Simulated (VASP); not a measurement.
P: single point with PBE

The system is P.

```
P
1.0
     0.00000    1.93475    1.93475
     1.93475    0.00000    1.93475
     1.93475    1.93475    0.00000
P
1
Direct
  0.00000 0.00000 0.00000
```

```json
{
  "Program": "VASP 6.6.1",
  "Task": "single point",
  "Functional": "PBE",
  "Potentials or basis": "VASP PAW PBE potentials, release 64 (P)",
  "Cutoff": "520 eV",
  "k mesh": "17 × 17 × 17",
  "Occupations": "fermi-dirac, width 0.05 eV",
  "Spin": "no spin polarisation"
}
```

The pressure is -0.2 GPa.

Levels at points of the mesh, in eV from the Fermi level:
```tsv
k point	band 1	band 2	band 3	band 4	band 5	band 6	band 7
(0.00, 0.00, 0.00)	-16.42	6.78	6.78	6.78	11.40	11.40	11.40
```

It took 5.7 s on 1 thread of Intel(R) Xeon(R) 6975P-C (Granite Rapids), on a shared host, peak memory 0.12 GiB.
